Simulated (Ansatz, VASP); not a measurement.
Two plane-wave programs on F

```xyz
4
Lattice="2.7571 -1.6334 -0.0038 2.7571 1.6334 -0.0038 -1.5499 0.0000 7.3296" Properties=species:S:1:pos:R:3 pbc="T T T"
F     0.1548    0.0000    0.6908
F     3.8094    0.0000    6.6311
F     1.8813    0.0000    4.3618
F     2.0829    0.0000    2.9602
```

Alike in both runs: functional PBE; dispersion D3(BJ); k mesh 8 × 8 × 4; occupations gaussian, width 0.1 eV; no spin polarisation.

Ansatz relaxed the structure, and its values are those at the end. VASP's run is a single point on that final structure, the one shown.

|  | VASP | Ansatz |
| --- | --- | --- |
| version | VASP 6.6.1 | Ansatz 0.2.0 |
| potentials or method | VASP PAW PBE potentials, release 64 (F), cutoff 520 eV | scalar-relativistic, plane waves, PAW |
| valence electrons in the cell | 28 | 28 |

|  | VASP | Ansatz | Ansatz less VASP |
| --- | --- | --- | --- |
| gap on the k mesh at the Fermi level (eV) | 2.63 | 2.70 | +0.066 |
| least direct gap on the mesh (eV) | 2.63 | 2.70 | +0.066 |
| pressure (GPa) | 0.6 | 0.2 | -0.34 |
| rms of the force components (eV/Å) | 0.217 | 0.002 | -0.2152 |
